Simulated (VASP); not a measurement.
# BP (F-43m) in VASP: notebook

Runs on BP. Level: LDA. Tasks: relaxation of cell and atoms, single point.

Program: VASP 6.6.1. These are calculated values, not measurements. Logs are shortened: lines on timing, memory, paths and dates and some standing lists are left out, and cuts for length are marked.

## (1) The cell of the first run

The structure is cubic, space group F-43m (No. 216). The conventional cell has a = 4.204 Å, b = 4.204 Å, c = 4.204 Å, α = 90.00°, β = 90.00°, γ = 90.00°. B (site symmetry -43m) has 4 P at 1.82 Å within 2.4 Å. Within 2.4 Å of P (site symmetry -43m) lie 4 B at 1.82 Å.

## (2) Relaxation of cell and atoms, LDA, target pressure 50 GPa, at which the enthalpy is minimised

INCAR reads:

```
SYSTEM = BP
PREC = Accurate ; ENCUT = 600
EDIFF = 1E-6 ; ISMEAR = 0
SIGMA = 0.01 ; LREAL = .False.
LASPH = .True. ; NELM = 100
ALGO = Normal ; ISIF = 3
LWAVE = .False. ; LCHARG = .False.
IBRION = 2 ; NSW = 80
EDIFFG = -0.001 ; PSTRESS = 500.0
```

KPOINTS reads:

```
Automatic mesh
0
Gamma
  12 12 12
  0 0 0
```

POSCAR reads:

```
BP
1.0
    0.0000000000      2.1021391087      2.1021391087
    2.1021391087      0.0000000000      2.1021391087
    2.1021391087      2.1021391087      0.0000000000
B P
1 1
Direct
    0.0000000000      0.0000000000      0.0000000000
    0.7500000000      0.7500000000      0.7500000000
```

Potentials or basis: VASP PAW LDA potentials, release 64 (B, P).

Command:

```sh
cat potpaw_LDA.64/B/POTCAR potpaw_LDA.64/P/POTCAR > POTCAR
mpirun -np 1 vasp_std > vasp.out
```

OUTCAR:

```text
SYSTEM = BP
   PREC = Accurate
   ENCUT = 600
   EDIFF = 1E-6
   ISMEAR = 0
   LREAL = .False.
   LASPH = .True.
   NELM = 100
   ISIF = 3
   IBRION = 2
   NSW = 80
   EDIFFG = -0.001
   PSTRESS = 500.0

 ion  position               nearest neighbor table
   1  0.000  0.000  0.000-   2 1.82   2 1.82   2 1.82   2 1.82
   2  0.750  0.750  0.750-   1 1.82   1 1.82   1 1.82   1 1.82

  LATTYP: Found a face centered cubic cell.
 ALAT       =     4.2042782174

  Lattice vectors:

 A1 = (   0.0000000000,   2.1021391087,   2.1021391087)
 A2 = (   2.1021391087,   0.0000000000,   2.1021391087)
 A3 = (   2.1021391087,   2.1021391087,   0.0000000000)

Analysis of symmetry for initial positions (statically):
=====================================================================
 Subroutine PRICEL returns:
 Original cell was already a primitive cell.

 Routine SETGRP: Setting up the symmetry group for a
 face centered cubic supercell.

 Subroutine GETGRP returns: Found 24 space group operations
 (whereof 24 operations were pure point group operations)
 out of a pool of 48 trial point group operations.

The static configuration has the point symmetry T_d .

Analysis of symmetry for dynamics (positions and initial velocities):
=====================================================================
 Subroutine PRICEL returns:
 Original cell was already a primitive cell.

 Routine SETGRP: Setting up the symmetry group for a
 face centered cubic supercell.

 Subroutine GETGRP returns: Found 24 space group operations
 (whereof 24 operations were pure point group operations)
 out of a pool of 48 trial point group operations.

The dynamic configuration has the point symmetry T_d .

 Subroutine INISYM returns: Found 24 space group operations
 (whereof 24 operations are pure point group operations),
 and found     1 'primitive' translations

----------------------------------------------------------------------------------------

                                     Primitive cell

  volume of cell :      18.5787

  direct lattice vectors                    reciprocal lattice vectors
     0.000000000  2.102139109  2.102139109    -0.237852956  0.237852956  0.237852956
     2.102139109  0.000000000  2.102139109     0.237852956 -0.237852956  0.237852956
     2.102139109  2.102139109  0.000000000     0.237852956  0.237852956 -0.237852956

  length of vectors
     2.972873638  2.972873638  2.972873638     0.411973404  0.411973404  0.411973404

  position of ions in fractional coordinates (direct lattice)
     0.000000000  0.000000000  0.000000000
     0.750000000  0.750000000  0.750000000

  ion indices of the primitive-cell ions
   primitive index   ion index
                 1           1
                 2           2

----------------------------------------------------------------------------------------

 KPOINTS: Automatic mesh

Automatic generation of k-mesh.
 Grid dimensions read from file:
 generate k-points for:   12   12   12

 Generating k-lattice:

  Cartesian coordinates                     Fractional coordinates (reciprocal lattice)
    -0.019821080  0.019821080  0.019821080     0.083333333  0.000000000  0.000000000
     0.019821080 -0.019821080  0.019821080     0.000000000  0.083333333  0.000000000
     0.019821080  0.019821080 -0.019821080     0.000000000  0.000000000  0.083333333

  Length of vectors
     0.034331117  0.034331117  0.034331117

  Shift w.r.t. Gamma in fractional coordinates (k-lattice)
     0.000000000  0.000000000  0.000000000

 Subroutine IBZKPT returns following result:
 ===========================================

 Found     72 irreducible k-points:

 Following reciprocal coordinates:
            Coordinates               Weight
  0.000000  0.000000  0.000000      1.000000
  0.083333  0.000000  0.000000      8.000000
  0.166667  0.000000  0.000000      8.000000
  0.250000  0.000000  0.000000      8.000000
  0.333333  0.000000  0.000000      8.000000
  0.416667  0.000000  0.000000      8.000000
[... 16 lines left out ...]
  0.500000  0.166667  0.000000     24.000000
 -0.416667  0.166667  0.000000     24.000000
 [... further k-points ...]
   k-points           NKPTS =     72   k-points in BZ     NKDIM =     72   number of bands    NBANDS=      8
   number of dos      NEDOS =    301   number of ions     NIONS =      2
   total plane-waves  NPLWV =  13824
   dimension x,y,z NGX =    24 NGY =   24 NGZ =   24
   dimension x,y,z NGXF=    48 NGYF=   48 NGZF=   48
   ions per type =               1   1
   NGX,Y,Z   is equivalent  to a cutoff of  13.42, 13.42, 13.42 a.u.
   NGXF,Y,Z  is equivalent  to a cutoff of  26.84, 26.84, 26.84 a.u.
 SYSTEM =  BP
   PREC   = accura    normal or accurate (medium, high low for compatibility)
   ISTART =      0    job   : 0-new  1-cont  2-samecut
   ICHARG =      2    charge: 1-file 2-atom 10-const
   ISPIN  =      1    spin polarized calculation?
   LNONCOLLINEAR =      F non collinear calculations
   LSORBIT =      F    spin-orbit coupling
   LASPH  =      T    aspherical Exc in radial PAW
   ENCUT  =  600.0 eV  44.10 Ry    6.64 a.u.   5.94  5.94  5.94*2*pi/ulx,y,z
   NELM   =    100;   NELMIN=  2; NELMDL= -5     # of ELM steps
   EDIFF  = 0.1E-05   stopping-criterion for ELM
   LREAL  =      F    real-space projection
   EDIFFG = -.1E-02   stopping-criterion for IOM
   NSW    =     80    number of steps for IOM
   IBRION =      2    ionic relax: 0-MD 1-quasi-New 2-CG
   NFREE  =      1    steps in history (QN), initial steepest desc. (CG)
   ISIF   =      3    stress and relaxation
   ISYM   =      2    0-nonsym 1-usesym 2-fastsym
   POTIM  = 0.5000    time-step for ionic-motion
   TEBEG  =    0.0;   TEEND  =   0.0 temperature during run
   PSTRESS=  500.0 pullay stress
   NELECT =       8.0000    total number of electrons
   NUPDOWN=      -1.0000    fix difference up-down
   EMIN   =  10.00;   EMAX   =-10.00  energy-range for DOS
   EFERMI =   0.00;   METHOD = LEGACY
   ISMEAR =     0;   SIGMA  =   0.01  broadening in eV -4-tet -1-fermi 0-gaus
   EFERMI_NEDOS =   21; number of points for ismear=-14 and -15
   IALGO  =     38    algorithm
   IMIX   =      4    mixing-type and parameters
     AMIX     =   0.40;   BMIX     =  1.00
     AMIX_MAG =   1.60;   BMIX_MAG =  1.00
  volume/ion in A,a.u.               =       9.29        62.69
  Fermi-wavevector in a.u.,A,eV,Ry     =   1.236232  2.336140 20.793376  1.528270
  Thomas-Fermi vector in A             =   2.370849
   LORBIT       =      0    0 simple, 1 ext, 2 COOP (PROOUT), +10 PAW based schemes
   GGA     = CA    functional components
   LHFCALC =     F    Hartree Fock is set to
   AEXX    =    0.0000 exact exchange contribution
   IVDW    =     0    specifies the selected vdW correction
   LEPSILON=     F    determine dielectric tensor
   LRPA    =     F    only Hartree local field effects (RPA)
 conjugate gradient relaxation of ions
 non-spin polarized calculation
 Gauss-broadening in eV      SIGMA  =   0.01
  energy-cutoff  :      600.00
  volume of cell :       18.58
 maximum number of plane-waves:       636
   NGX = 11   NGY = 11   NGZ = 11

--------------------------------------- Ionic step        1  -------------------------------------------

 number of electron       8.0000000 magnetization

 Free energy of the ion-electron system (eV)
  ---------------------------------------------------
  ext. energy  EPLUGINS =         0.00000000
  ---------------------------------------------------
  free energy    TOTEN  =       -13.86159758 eV

  energy without entropy =      -13.86159758  energy(sigma->0) =      -13.86159758

------------------------ aborting loop because EDIFF is reached ----------------------------------------

  FORCE on cell =-STRESS in cart. coord.  units (eV):
  Direction    XX          YY          ZZ          XY          YZ          ZX
  --------------------------------------------------------------------------------------
  -------------------------------------------------------------------------------------
  Total        5.7596244      5.7596244      5.7596244      0.0000000      0.0000000     -0.0000000
  in kB      496.6956961    496.6956961    496.6956961      0.0000000      0.0000000     -0.0000000
  external PRESSURE =      -3.3043039 kB  Pullay stress =     500.0000000 kB
[... 61 lines left out ...]
  enthalpy is  TOTEN    =        -8.0636094665 eV   P V=        5.7818795398

--------------------------------------- Ionic step        3  -------------------------------------------

 number of electron       8.0000000 magnetization

 Free energy of the ion-electron system (eV)
  ---------------------------------------------------
  ext. energy  EPLUGINS =         0.00000000
  ---------------------------------------------------
  free energy    TOTEN  =       -13.85598256 eV

  energy without entropy =      -13.85598256  energy(sigma->0) =      -13.85598256

 E-fermi :  10.4733     XC(G=0): -12.0647

 val. band max:       10.3594077752   @ k =   0.0000   0.0000   0.0000
 cond. band min:      11.2047857467   @ k =   0.5000   0.5000   0.0000
 fundamental gap:      0.8453779715
 Fermi energy:        10.4733155310

 k-point     1 :       0.0000    0.0000    0.0000
  band No.  band energies     occupation
      1      -7.1849      2.00000
      2      10.3594      2.00000
      3      10.3594      2.00000
      4      10.3594      2.00000
      5      14.2334      0.00000
      6      14.2334      0.00000
      7      14.2334      0.00000
      8      21.4164      0.00000
[... 243 lines left out ...]
 k-point    24 :      -0.4167    0.1667    0.0000
  band No.  band energies     occupation
      1      -2.5320      2.00000
      2       0.2330      2.00000
      3       5.8881      2.00000
      4       7.6478      2.00000
      5      13.9652      0.00000
      6      16.9945      0.00000
      7      18.0555      0.00000
      8      22.3250      0.00000

 [... further k-points ...]
[... 5 lines left out ...]
  --------------------------------------------------------------------------------------
  -------------------------------------------------------------------------------------
  Total        5.7937387      5.7937387      5.7937387     -0.0000000      0.0000000     -0.0000000
  in kB      500.1235485    500.1235485    500.1235485     -0.0000000      0.0000000     -0.0000000
  external PRESSURE =       0.1235485 kB  Pullay stress =     500.0000000 kB
[... 17 lines left out ...]
  FREE ENERGIE OF THE ION-ELECTRON SYSTEM (eV)
  ---------------------------------------------------
  free  energy   TOTEN  =       -13.8559825635 eV

  energy  without entropy=      -13.8559825635  energy(sigma->0) =      -13.85598256

  enthalpy is  TOTEN    =        -8.0636750987 eV   P V=        5.7923074648

 reached required accuracy - stopping structural energy minimisation
```

It took 10 s on 1 thread of Intel Xeon Platinum 8375C at 2.90GHz (Ice Lake), shared host; peak memory 0.13 GiB.

What came out:

- Free energy: -13.8560 eV
- Relaxed volume: 9.28 Å³/atom
- Relaxed cell: a = 2.972 Å, b = 2.972 Å, c = 2.972 Å, α = 60.00°, β = 60.00°, γ = 60.00°
- Space group after relaxing (to 0.05 Å): F-43m (No. 216)
- Energy change on relaxing (the enthalpy is what falls): +2.8 meV/atom
- Ionic steps: 3
- Pressure after relaxing: 50.0 GPa
- Band gap on the k mesh: 0.85 eV, indirect (least direct gap 3.87 eV)

The path:
```csv
step,energy change (eV),largest force (eV/Å),pressure (GPa),volume (Å³)
1,0.0000,0.0000,49.67,18.58
2,0.0161,0.0000,50.61,18.53
3,0.0056,0.0000,50.01,18.56
```

Final structure:
```cif
data_structure
_symmetry_space_group_name_H-M 'P 1'
_symmetry_Int_Tables_number 1
_cell_length_a 2.9719
_cell_length_b 2.9719
_cell_length_c 2.9719
_cell_angle_alpha 60.000
_cell_angle_beta 60.000
_cell_angle_gamma 60.000
_cell_volume 18.56
loop_
_atom_site_label
_atom_site_type_symbol
_atom_site_fract_x
_atom_site_fract_y
_atom_site_fract_z
_atom_site_occupancy
B1 B 0.00000 0.00000 0.00000 1
P1 P 0.75000 0.75000 0.75000 1
```

Caveat: the cell is relaxed towards a set pressure, so the enthalpy falls and the energy may rise. A k mesh can miss the band edges.

## (3) Single point, LDA

This run uses another cell than the first one, of 10.96 Å³/atom, 1.180 times its volume.

INCAR reads:

```
ALGO = Normal
EDIFF = 1E-6
ENCUT = 520
ISIF = 2
ISMEAR = 0
LASPH = T
LCHARG = F
LREAL = F
LWAVE = F
NBANDS = 11
NELM = 80
PREC = Accurate
SIGMA = 0.01
```

KPOINTS reads:

```
k-points
0
Gamma
  10 10 10
```

POSCAR reads:

```
BP
1.0
    0.0000000000      2.2212959679      2.2212959679
    2.2212959679      0.0000000000      2.2212959679
    2.2212959679      2.2212959679      0.0000000000
B P
1 1
Direct
    0.0000000000      0.0000000000      0.0000000000
    0.7500000000      0.7500000000      0.7500000000
```

Potentials or basis: VASP PAW LDA potentials, release 64 (B, P).

Command:

```sh
cat potpaw_LDA.64/B/POTCAR potpaw_LDA.64/P/POTCAR > POTCAR
mpirun -np 1 vasp_std > vasp.out
```

OUTCAR:

```text
EDIFF = 1E-6
   ENCUT = 520
   ISIF = 2
   ISMEAR = 0
   LASPH = T
   LREAL = F
   NELM = 80
   PREC = Accurate

 ion  position               nearest neighbor table
   1  0.000  0.000  0.000-   2 1.92   2 1.92   2 1.92   2 1.92
   2  0.750  0.750  0.750-   1 1.92   1 1.92   1 1.92   1 1.92

  LATTYP: Found a face centered cubic cell.
 ALAT       =     4.4425919358

  Lattice vectors:

 A1 = (   0.0000000000,   2.2212959679,   2.2212959679)
 A2 = (   2.2212959679,   0.0000000000,   2.2212959679)
 A3 = (   2.2212959679,   2.2212959679,   0.0000000000)

Analysis of symmetry for initial positions (statically):
=====================================================================
 Subroutine PRICEL returns:
 Original cell was already a primitive cell.

 Routine SETGRP: Setting up the symmetry group for a
 face centered cubic supercell.

 Subroutine GETGRP returns: Found 24 space group operations
 (whereof 24 operations were pure point group operations)
 out of a pool of 48 trial point group operations.

The static configuration has the point symmetry T_d .

Analysis of symmetry for dynamics (positions and initial velocities):
=====================================================================
 Subroutine PRICEL returns:
 Original cell was already a primitive cell.

 Routine SETGRP: Setting up the symmetry group for a
 face centered cubic supercell.

 Subroutine GETGRP returns: Found 24 space group operations
 (whereof 24 operations were pure point group operations)
 out of a pool of 48 trial point group operations.

The dynamic configuration has the point symmetry T_d .

 Subroutine INISYM returns: Found 24 space group operations
 (whereof 24 operations are pure point group operations),
 and found     1 'primitive' translations

----------------------------------------------------------------------------------------

                                     Primitive cell
[... 112 lines left out ...]
  volume/ion in A,a.u.               =      10.96        73.96
  Fermi-wavevector in a.u.,A,eV,Ry     =   1.169917  2.210823 18.622374  1.368706
  Thomas-Fermi vector in A             =   2.306383
   LORBIT       =      0    0 simple, 1 ext, 2 COOP (PROOUT), +10 PAW based schemes
   GGA     = CA    functional components
   LHFCALC =     F    Hartree Fock is set to
   AEXX    =    0.0000 exact exchange contribution
   IVDW    =     0    specifies the selected vdW correction
   LEPSILON=     F    determine dielectric tensor
   LRPA    =     F    only Hartree local field effects (RPA)
 non-spin polarized calculation
 Gauss-broadening in eV      SIGMA  =   0.01
  energy-cutoff  :      520.00
  volume of cell :       21.92
 maximum number of plane-waves:       609
   NGX = 11   NGY = 11   NGZ = 11

 number of electron       8.0000000 magnetization

 Free energy of the ion-electron system (eV)
  ---------------------------------------------------
  ext. energy  EPLUGINS =         0.00000000
  ---------------------------------------------------
  free energy    TOTEN  =       -14.38650151 eV

  energy without entropy =      -14.38650151  energy(sigma->0) =      -14.38650151

 E-fermi :   8.3451     XC(G=0): -11.3530

 val. band max:        8.1825530856   @ k =   0.0000   0.0000   0.0000
 cond. band min:       9.2954522030   @ k =   0.4000   0.4000   0.0000
 fundamental gap:      1.1128991173
 Fermi energy:         8.3450662530

 k-point     1 :       0.0000    0.0000    0.0000
  band No.  band energies     occupation
      1      -7.7797      2.00000
      2       8.1826      2.00000
      3       8.1826      2.00000
      4       8.1826      2.00000
      5      11.6679      0.00000
      6      11.6679      0.00000
      7      11.6679      0.00000
      8      16.5422      0.00000
      9      19.9038      0.00000
     10      20.5560      0.00000
     11      20.5560      0.00000
[... 309 lines left out ...]
 k-point    24 :       0.4000    0.3000    0.0000
  band No.  band energies     occupation
      1      -4.6767      2.00000
      2       1.9594      2.00000
      3       3.9019      2.00000
      4       4.4777      2.00000
      5       9.9022      0.00000
      6      11.7109      0.00000
      7      18.0085      0.00000
      8      18.0695      0.00000
      9      22.7724      0.00000
     10      23.8386      0.00000
     11      25.9823      0.00000

 [... further k-points ...]
[... 5 lines left out ...]
  --------------------------------------------------------------------------------------
  -------------------------------------------------------------------------------------
  Total        0.8022481      0.8022481      0.8022481     -0.0000000      0.0000000     -0.0000000
  in kB       58.6367614     58.6367614     58.6367614     -0.0000000      0.0000000     -0.0000000
  external PRESSURE =      58.6367614 kB  Pullay stress =       0.0000000 kB

 VOLUME and BASIS-vectors are now :
 -----------------------------------------------------------------------------
  energy-cutoff  :      520.00
  volume of cell :       21.92
      direct lattice vectors                 reciprocal lattice vectors
     0.000000000  2.221295968  2.221295968    -0.225093822  0.225093822  0.225093822
     2.221295968  0.000000000  2.221295968     0.225093822 -0.225093822  0.225093822
     2.221295968  2.221295968  0.000000000     0.225093822  0.225093822 -0.225093822

 POSITION                                       TOTAL-FORCE (eV/Angst)
 -----------------------------------------------------------------------------------
      0.00000      0.00000      0.00000        -0.000000     -0.000000     -0.000000
      3.33194      3.33194      3.33194         0.000000      0.000000      0.000000
 -----------------------------------------------------------------------------------
    total drift:                               -0.000000     -0.000000     -0.000000

  FREE ENERGIE OF THE ION-ELECTRON SYSTEM (eV)
  ---------------------------------------------------
  free  energy   TOTEN  =       -14.3865015087 eV

  energy  without entropy=      -14.3865015087  energy(sigma->0) =      -14.38650151
```

OSZICAR:

```text
N       E                     dE             d eps       ncg     rms          rms(c)
DAV:   1     0.851912909161E+01    0.85191E+01   -0.40449E+03  1034   0.658E+02
DAV:   2    -0.147542296272E+02   -0.23273E+02   -0.22447E+02  1351   0.114E+02
DAV:   3    -0.153652713858E+02   -0.61104E+00   -0.60973E+00  1333   0.162E+01
DAV:   4    -0.153674180802E+02   -0.21467E-02   -0.21466E-02  1159   0.116E+00
DAV:   5    -0.153674281177E+02   -0.10038E-04   -0.10038E-04  1278   0.782E-02    0.805E+00
DAV:   6    -0.145343952963E+02    0.83303E+00   -0.18124E+00  1178   0.597E+00    0.422E+00
DAV:   7    -0.143996458135E+02    0.13475E+00   -0.32409E-01  1286   0.284E+00    0.136E+00
DAV:   8    -0.143864576779E+02    0.13188E-01   -0.33951E-02  1204   0.101E+00    0.242E-01
DAV:   9    -0.143865059168E+02   -0.48239E-04   -0.81978E-04  1199   0.203E-01    0.177E-01
DAV:  10    -0.143864996962E+02    0.62207E-05   -0.12449E-04  1145   0.635E-02    0.369E-02
DAV:  11    -0.143865020300E+02   -0.23339E-05   -0.99686E-06  1269   0.154E-02    0.470E-02
DAV:  12    -0.143865015087E+02    0.52137E-06   -0.30421E-06   864   0.747E-03
   1 F= -.14386502E+02 E0= -.14386502E+02  d E =-.337950-119
```

stdout:

```text
POSCAR found type information on POSCAR B P
 POSCAR found :  2 types and       2 ions
 scaLAPACK will be used
 LDA part: xc-table for (Slater(with rela. corr.)+CA(PZ))
 , standard interpolation
 POSCAR, INCAR and KPOINTS ok, starting setup
 FFT: planning ... GRIDC
 FFT: planning ... GRID_SOFT
 FFT: planning ... GRID
 WAVECAR not read
 entering main loop
```

It took 3.1 s on 1 thread of Intel Xeon 6975P-C (Granite Rapids), shared host; peak memory 0.12 GiB.

What came out:

```yaml
Free_energy: -14.3865 eV
Pressure: 5.9 GPa
Band_gap_on_the_k_mesh: 1.11 eV, indirect (least direct gap 3.49 eV)
```

(Continued in part 2 of 2.)
